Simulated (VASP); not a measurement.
A run of VASP 6.6.1 is set up as follows.

INCAR

```
PREC = Accurate
ENCUT = 520
EDIFF = 1E-6
ISMEAR = -1
SIGMA = 0.05
LREAL = F
LASPH = T
NELM = 80
ALGO = Normal
ISIF = 2
LWAVE = F
LCHARG = T
GGA = CA
LELF = T
LVHAR = T
NBANDS = 25
```

Contents of KPOINTS:

```
regular mesh
0
Gamma
  10 10 5
```

POSCAR

```
CuO
1.0
    2.0165918403     -2.0132352462      0.1569868455
    2.0165918403      2.0132352462      0.1569868455
   -0.3929113357      0.0000000000      5.0265360370
Cu O
2 2
Direct
    0.5000000000      0.0000000000      0.5000000000
    0.0000000000      0.5000000000      0.0000000000
    0.4999360784      0.5000639216      0.7500000000
    0.5000639216      0.4999360784      0.2500000000
```

Potentials or basis: VASP PAW LDA potentials, release 64 (Cu, O).

The run is started by

```console
$ cat potpaw_LDA.64/Cu/POTCAR potpaw_LDA.64/O/POTCAR > POTCAR
$ mpirun -np 1 vasp_std > vasp.out
```

(1) Estimate the band gap on the k mesh.

(2) What does it give for the pressure?

Answers

(1) zero (band 17 reaches 6.28 eV, above the bottom of band 18 at 5.27 eV).

(2) 1.1 GPa.

Caveat: semilocal functionals often make such compounds metallic where correlation or magnetic order opens a gap, which also shifts bond lengths.
